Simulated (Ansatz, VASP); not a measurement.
One calculation of K, two programs

File INCAR:

```
SYSTEM = K
ALGO = Normal ; EDIFF = 1E-6
EDIFFG = -0.002 ; ENCUT = 600
IBRION = 2 ; ISIF = 3
ISMEAR = -1 ; LASPH = .TRUE.
LCHARG = .FALSE. ; LREAL = .FALSE.
LWAVE = .FALSE. ; NELM = 60
NSW = 100 ; PREC = Accurate
SIGMA = 0.08
```

Contents of KPOINTS:

```
k-points
0
G
  12 12 12
  0 0 0
```

Contents of POSCAR:

```
K
1.0
    0.0000000000      2.5240000000      2.5240000000
    2.5240000000      0.0000000000      2.5240000000
    2.5240000000      2.5240000000      0.0000000000
K
1
Direct
    0.0000000000      0.0000000000      0.0000000000
```

Input for Ansatz:

```yaml
crystal:
  lattice:
    - [0.0, 2.524, 2.524]
    - [2.524, 0.0, 2.524]
    - [2.524, 2.524, 0.0]
  atoms:
    - { symbol: K, position: [0.0, 0.0, 0.0] }
kpoints:
  mp_grid: { grid: [12, 12, 12] }
scf:
  occupations: { method: fermi_dirac, width: 0.08 }
hamiltonian:
  xc: lda
  pseudopotentials: { kind: paw }
relax:
  f_tol: 0.002
  max_steps: 80
  cell: {}
output:
  forces: true
  stress: true
```

Alike in both runs: task relaxation of cell and atoms; functional LDA; k mesh 12 × 12 × 12; occupations fermi-dirac, width 0.08 eV; no spin polarisation.

|  | VASP | Ansatz |
| --- | --- | --- |
| version | VASP 6.6.1 | Ansatz 0.2.0 |
| potentials or method | VASP PAW LDA potentials, release 64 (K_sv) | PAW with Ansatz's default frozen-core files, scalar-relativistic |
| plane-wave cutoff (eV) | 600 | 420 |
| valence electrons in the cell | 9 | 9 |

|  | VASP | Ansatz | Ansatz less VASP |
| --- | --- | --- | --- |
| relaxed volume (Å³/atom) | 64.05 | 64.34 | +0.281 |
| relaxed cell length with the largest relative difference (Å) | 4.491 | 4.498 | +0.0066 |

LDA's correlation is that of Perdew and Zunger in VASP and of Perdew and Wang (1992) in Ansatz.

Noted on VASP's run: the volume moved by over 15 % at a fixed basis, so the end points are rough.
